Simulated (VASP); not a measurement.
# HfO2 (R-3m) in VASP: further runs

Runs on HfO2. Level: PBE. Tasks: single point.

Everything below comes from runs of VASP 6.6.1. Logs are shortened: lines on timing, memory, paths and dates and some standing lists are left out, and cuts for length are marked.

### Step 1. The cell of the first run

Symmetry: R-3m, No. 166, trigonal system. Conventional cell: a = 4.557 Å, b = 4.557 Å, c = 5.581 Å, α = 90.00°, β = 90.00°, γ = 120.00°. Hf (site symmetry -3m) has 2 O at 1.40 Å within 1.9 Å. Within 1.9 Å of O (site symmetry 3m) lie 1 Hf at 1.40 Å.

### Step 2. Single point, PBE

Contents of INCAR:

```
  PREC = Accurate
  ENCUT = 520
  EDIFF = 1E-6
  ISMEAR = 0
  SIGMA = 0.05
  LREAL = F
  LASPH = T
  NELM = 60
  ALGO = Normal
  ISIF = 2
  LWAVE = F
  LCHARG = T
  GGA = PE
  LELF = T
  LVHAR = T
  NBANDS = 18
```

Contents of KPOINTS:

```
regular mesh
0
Gamma
  8 8 8
```

Contents of POSCAR:

```
HfO2
1.0
   -1.0740826950      2.1481653901      2.1481653901
    2.1481653901     -1.0740826950      2.1481653901
    2.1481653901      2.1481653901     -1.0740826950
Hf O
1 2
Direct
    0.0000000000      0.0000000000      0.0000000000
    0.2500000000      0.2500000000      0.2500000000
    0.7500000000      0.7500000000      0.7500000000
```

Potentials or basis: VASP PAW PBE potentials, release 64 (Hf_pv, O).

Command:

```console
$ cat potpaw_PBE.64/Hf_pv/POTCAR potpaw_PBE.64/O/POTCAR > POTCAR
$ mpirun -np 1 vasp_std > vasp.out
```

OUTCAR:

```text
PREC = Accurate
   ENCUT = 520
   EDIFF = 1E-6
   ISMEAR = 0
   LREAL = F
   LASPH = T
   NELM = 60
   ISIF = 2
   GGA = PE

 ion  position               nearest neighbor table
   1  0.000  0.000  0.000-   2 1.40   3 1.40   3 2.67   3 2.67   3 2.67   2 2.67   2 2.67   2 2.67

   2  0.250  0.250  0.250-   1 1.40   1 2.67   1 2.67   1 2.67
   3  0.750  0.750  0.750-   1 1.40   1 2.67   1 2.67   1 2.67

 -----------------------------------------------------------------------------
|                                                                             |
|           W    W    AA    RRRRR   N    N  II  N    N   GGGG   !!!           |
|           W    W   A  A   R    R  NN   N  II  NN   N  G    G  !!!           |
|           W    W  A    A  R    R  N N  N  II  N N  N  G       !!!           |
|           W WW W  AAAAAA  RRRRR   N  N N  II  N  N N  G  GGG   !            |
|           WW  WW  A    A  R   R   N   NN  II  N   NN  G    G                |
|           W    W  A    A  R    R  N    N  II  N    N   GGGG   !!!           |
|                                                                             |
|     The distance between some ions is very small. Please check the          |
|     nearest-neighbor list in the OUTCAR file.                               |
|     I HOPE YOU KNOW WHAT YOU ARE DOING!                                     |
|                                                                             |
 -----------------------------------------------------------------------------

  LATTYP: Found a simple cubic cell.
 ALAT       =     3.2222480851

  Lattice vectors:

 A1 = (  -1.0740826950,   2.1481653901,   2.1481653901)
 A2 = (   2.1481653901,  -1.0740826950,   2.1481653901)
 A3 = (   2.1481653901,   2.1481653901,  -1.0740826950)

Analysis of symmetry for initial positions (statically):
=====================================================================
 Subroutine PRICEL returns:
 Original cell was already a primitive cell.

 Routine SETGRP: Setting up the symmetry group for a
 simple cubic supercell.

 Subroutine GETGRP returns: Found 12 space group operations
 (whereof 12 operations were pure point group operations)
 out of a pool of 48 trial point group operations.

The static configuration has the point symmetry D_3d.

Analysis of symmetry for dynamics (positions and initial velocities):
=====================================================================
 Subroutine PRICEL returns:
 Original cell was already a primitive cell.

 Routine SETGRP: Setting up the symmetry group for a
 simple cubic supercell.

 Subroutine GETGRP returns: Found 12 space group operations
 (whereof 12 operations were pure point group operations)
 out of a pool of 48 trial point group operations.
[... 109 lines left out ...]
   ISIF   =      2    stress and relaxation
   ISYM   =      2    0-nonsym 1-usesym 2-fastsym
   POTIM  = 0.5000    time-step for ionic-motion
   TEBEG  =    0.0;   TEEND  =   0.0 temperature during run
   PSTRESS=    0.0 pullay stress
   NELECT =      22.0000    total number of electrons
   NUPDOWN=      -1.0000    fix difference up-down
   EMIN   =  10.00;   EMAX   =-10.00  energy-range for DOS
   EFERMI =   0.00;   METHOD = LEGACY
   ISMEAR =     0;   SIGMA  =   0.05  broadening in eV -4-tet -1-fermi 0-gaus
   EFERMI_NEDOS =   21; number of points for ismear=-14 and -15
   IALGO  =     38    algorithm
   IMIX   =      4    mixing-type and parameters
     AMIX     =   0.40;   BMIX     =  1.00
     AMIX_MAG =   1.60;   BMIX_MAG =  1.00
  volume/ion in A,a.u.               =      11.15        75.26
  Fermi-wavevector in a.u.,A,eV,Ry     =   1.423607  2.690227 27.574337  2.026657
  Thomas-Fermi vector in A             =   2.544186
   LORBIT       =      0    0 simple, 1 ext, 2 COOP (PROOUT), +10 PAW based schemes
   GGA     = PE    functional components
   LHFCALC =     F    Hartree Fock is set to
   AEXX    =    0.0000 exact exchange contribution
   IVDW    =     0    specifies the selected vdW correction
   LEPSILON=     F    determine dielectric tensor
   LRPA    =     F    only Hartree local field effects (RPA)
 non-spin polarized calculation
 Gauss-broadening in eV      SIGMA  =   0.05
  energy-cutoff  :      520.00
  volume of cell :       33.46
 maximum number of plane-waves:       920
   NGX = 11   NGY = 11   NGZ = 11

 number of electron      21.9999987 magnetization

 Free energy of the ion-electron system (eV)
  ---------------------------------------------------
  ext. energy  EPLUGINS =         0.00000000
  ---------------------------------------------------
  free energy    TOTEN  =        -3.91247814 eV

  energy without entropy =       -3.90905471  energy(sigma->0) =       -3.91076643

 E-fermi :   7.6384     XC(G=0): -11.4950

 val. band max:        7.6258890866   @ k =   0.5000   0.1250   0.1250
 cond. band min:       7.6535400111   @ k =  -0.3750   0.1250   0.2500
 fundamental gap:      0.0276509245
 Fermi energy:         7.6383913729

 k-point     1 :       0.0000    0.0000    0.0000
  band No.  band energies     occupation
      1     -32.4003      2.00000
      2     -24.5320      2.00000
      3     -24.5320      2.00000
      4     -17.4202      2.00000
      5      -9.1335      2.00000
      6      -4.6009      2.00000
[... 481 lines left out ...]
      5     -10.3540      2.00000
      6      -3.9587      2.00000
[... 10 lines left out ...]
     17      16.6122      0.00000
     18      18.0736      0.00000

 [... further k-points ...]

------------------------ aborting loop because EDIFF is reached ----------------------------------------

  FORCE on cell =-STRESS in cart. coord.  units (eV):
  Direction    XX          YY          ZZ          XY          YZ          ZX
  --------------------------------------------------------------------------------------
  -------------------------------------------------------------------------------------
  Total       50.0012224     50.0012224     50.0012224     45.6950058     45.6950058     45.6950058
  in kB     2394.4969104   2394.4969104   2394.4969104   2188.2775051   2188.2775051   2188.2775051
  external PRESSURE =    2394.4969104 kB  Pullay stress =       0.0000000 kB

 VOLUME and BASIS-vectors are now :
 -----------------------------------------------------------------------------
  energy-cutoff  :      520.00
  volume of cell :       33.46
      direct lattice vectors                 reciprocal lattice vectors
    -1.074082695  2.148165390  2.148165390    -0.103447446  0.206894891  0.206894891
     2.148165390 -1.074082695  2.148165390     0.206894891 -0.103447446  0.206894891
     2.148165390  2.148165390 -1.074082695     0.206894891  0.206894891 -0.103447446

 POSITION                                       TOTAL-FORCE (eV/Angst)
 -----------------------------------------------------------------------------------
      0.00000      0.00000      0.00000        -0.000000      0.000000      0.000000
      0.80556      0.80556      0.80556        28.552751     28.552751     28.552751
      2.41669      2.41669      2.41669       -28.552751    -28.552751    -28.552751
 -----------------------------------------------------------------------------------
    total drift:                                0.000000      0.000000      0.000000

  FREE ENERGIE OF THE ION-ELECTRON SYSTEM (eV)
  ---------------------------------------------------
  free  energy   TOTEN  =        -3.9124781407 eV

  energy  without entropy=       -3.9090547103  energy(sigma->0) =       -3.91076643
```

OSZICAR:

```text
N       E                     dE             d eps       ncg     rms          rms(c)
DAV:   1     0.125826002155E+03    0.12583E+03   -0.13040E+04  2340   0.121E+03
DAV:   2    -0.364603099973E+01   -0.12947E+03   -0.12633E+03  2986   0.305E+02
DAV:   3    -0.884573769808E+01   -0.51997E+01   -0.50259E+01  2750   0.524E+01
DAV:   4    -0.889281828553E+01   -0.47081E-01   -0.47028E-01  2846   0.491E+00
DAV:   5    -0.889333003755E+01   -0.51175E-03   -0.51172E-03  2714   0.432E-01    0.295E+02
DAV:   6    -0.468923961825E+01    0.42041E+01   -0.53957E+01  2410   0.385E+01    0.414E+01
DAV:   7    -0.396108024743E+01    0.72816E+00   -0.39546E+00  2424   0.127E+01    0.415E+01
DAV:   8    -0.392183540874E+01    0.39245E-01   -0.18534E-01  2654   0.347E+00    0.100E+01
DAV:   9    -0.391291914658E+01    0.89163E-02   -0.36781E-02  2584   0.111E+00    0.233E+00
DAV:  10    -0.391254388344E+01    0.37526E-03   -0.41990E-03  2584   0.431E-01    0.834E-01
DAV:  11    -0.391248738099E+01    0.56502E-04   -0.19956E-04  2544   0.121E-01    0.292E-01
DAV:  12    -0.391248278392E+01    0.45971E-05   -0.15093E-05  3162   0.282E-02    0.202E-01
DAV:  13    -0.391247899242E+01    0.37915E-05   -0.93648E-06  2500   0.179E-02    0.873E-02
DAV:  14    -0.391247814065E+01    0.85177E-06   -0.14652E-06  1304   0.797E-03
   1 F= -.39124781E+01 E0= -.39107664E+01  d E =-.342343E-02
```

Run time: 9.6 s. Hardware: 1 thread of Intel Xeon 6975P-C (Granite Rapids), shared host; peak memory 0.16 GiB.

What came out:

```yaml
Free_energy: -3.9125 eV
Pressure: 239.4 GPa
Largest_force: 49.455 eV/Å
Band_gap_on_the_k_mesh: zero (bands 11 and 12 overlap by 1.39 eV)
```

Forces in eV/Å, atoms in the order of the input:
```
Hf    0.000   0.000   0.000
O    28.553  28.553  28.553
O   -28.553 -28.553 -28.553
```

Caveat: atoms lie so close that the PAW spheres overlap strongly, which falsifies energies and pressures; the cell stands under pressure; spin-orbit coupling is left out, which moves the levels of the heavy elements; forces of over 1 eV/Å act on the atoms, so gaps and moduli don't describe the material at rest.

### Step 3. Single point, PBE

This run uses another cell than the first one, of the same volume but with other edges.

Contents of INCAR:

```
  ALGO = Normal
  EDIFF = 1E-6
  ENCUT = 520
  GGA = PE
  ISIF = 2
  ISMEAR = 0
  LASPH = T
  LCHARG = T
  LELF = T
  LREAL = F
  LVHAR = T
  LWAVE = F
  NBANDS = 18
  NELM = 60
  PREC = Accurate
  SIGMA = 0.05
```

Contents of KPOINTS:

```
k-points
0
Gamma
  8 8 8
```

Contents of POSCAR:

```
HfO2
1.0
    1.3532593968      3.3831484920      3.3831484920
    3.3831484920      1.3532593968      3.3831484920
    3.3831484920      3.3831484920      1.3532593968
Hf O
1 2
Direct
    0.0000000000      0.0000000000      0.0000000000
    0.2500000000      0.2500000000      0.2500000000
    0.7500000000      0.7500000000      0.7500000000
```

Potentials or basis: VASP PAW PBE potentials, release 64 (Hf_pv, O).

Command:

```console
$ cat potpaw_PBE.64/Hf_pv/POTCAR potpaw_PBE.64/O/POTCAR > POTCAR
$ mpirun -np 1 vasp_std > vasp.out
```

Wall time 47 s (1 thread of Intel Xeon 6975P-C (Granite Rapids), shared host); peak memory 0.25 GiB.

It converged, with:

```
Free energy            : -27.8615 eV
Pressure               : 47.8 GPa
Largest force          : 0.875 eV/Å
Band gap on the k mesh : 2.99 eV (least direct gap 3.59 eV)
```

Forces on the atoms (eV/Å):
```
Hf   0.000  0.000  0.000
O    0.505  0.505  0.505
O   -0.505 -0.505 -0.505
```

Stress tensor (GPa, compression positive):
```
 47.78 -24.82 -24.82
-24.82  47.78 -24.82
-24.82 -24.82  47.78
```

Levels at points of the mesh, in eV from the valence-band top:
```tsv
k point	band 8	band 9	band 10	band 11	band 12	band 13	band 14	band 15
(0.00, 0.00, 0.00)	-3.06	-0.08	-0.06	-0.06	5.50	5.50	5.84	8.01
(0.50, 0.00, 0.00)	-2.81	-2.08	-0.49	-0.32	3.69	9.23	9.71	11.83
(0.50, 0.50, 0.00)	-2.06	-2.02	-0.64	-0.60	2.99	9.27	9.71	11.69
(0.50, 0.50, 0.50)	-2.99	-2.03	-0.18	-0.18	5.58	5.58	6.18	9.14
```

Caveat: the cell stands under pressure; spin-orbit coupling is left out, which moves the levels of the heavy elements. A k mesh can miss the band edges.

The gap in the log of VASP goes by the Fermi energy; the results here count the filled bands.